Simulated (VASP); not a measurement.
Wanted: the native input for a VASP 6.6.1 run.

```
Task                   : single point
Functional             : PBEsol
Potentials or basis    : VASP PAW PBE potentials, release 64 (Be, F)
Cutoff                 : 520 eV
k mesh                 : 5 × 6 × 4
Occupations            : gaussian, width 0.15 eV
Spin                   : no spin polarisation
Dipole correction      : no
Further INCAR settings : LREAL = Auto; ALGO = Normal; EDIFF = 1e-06; NBANDS = 34
```

The structure of Be16F (a cell with a defect) lies in POSCAR:

```
Be16F
1.0
   -2.2900000000     -3.9663960000      0.0000000000
    3.4350000000     -1.9831980000      0.0000000000
    0.0000000000      0.0000000000      7.1768600000
Be F
16 1
Direct
    0.7497301642      0.5046671287      0.0098808797
    0.5004525820      0.3362469204      0.2521904002
    0.7757151882      0.5090322222      0.4972047994
    0.5044690087      0.4273649824      0.7745521342
    0.5006620136     -0.0021186676     -0.0023726085
    0.2348668260      0.8355889776      0.2449760009
    0.5044160227     -0.0939215407      0.4749065415
    0.2193118166      0.8254305464      0.7615582852
    0.2350677848      0.4985921381      0.0046344575
   -0.0065964710      0.3282197154      0.2460004071
    0.2191893634      0.5082473152      0.4882110219
   -0.0410802529      0.3286604964      0.7661101877
   -0.0065328779      0.0060409861      0.0035273742
    0.7499174837      0.8296005641      0.2396224215
   -0.0412926484      0.0053480578      0.4833450760
    0.7759152642      0.8247129673      0.7524647172
    0.3759107322      0.1660194904      0.6250509045
```

The input as run:

INCAR

```
SYSTEM = Be16F
ALGO = Normal ; EDIFF = 1E-6
ENCUT = 520 ; GGA = PS
ISIF = 2 ; ISMEAR = 0
LASPH = .True. ; LCHARG = .True.
LELF = .True. ; LREAL = Auto
LVHAR = .True. ; LWAVE = .False.
NBANDS = 34 ; NELM = 100
PREC = Accurate ; SIGMA = 0.15
```

KPOINTS

```
k-points
0
Gamma
  5 6 4
  0 0 0
```

Potentials or basis: VASP PAW PBE potentials, release 64 (Be, F).

The run is started by

```sh
$ cat potpaw_PBE.64/Be/POTCAR potpaw_PBE.64/F/POTCAR > POTCAR
$ mpirun -np 1 vasp_std > vasp.out
```

It gave:

The pressure is 10.4 GPa and the largest force is 0.033 eV/Å.

Caveat: the PAW data sets were made with another functional, which shifts forces and pressure a little; an odd number of electrons without spin polarisation forces a metal; a magnetic or distorted state may lie lower.

Run time: 2.6 min on 1 thread of Intel(R) Xeon(R) 6975P-C (Granite Rapids) (shared host), peak memory 0.33 GiB.
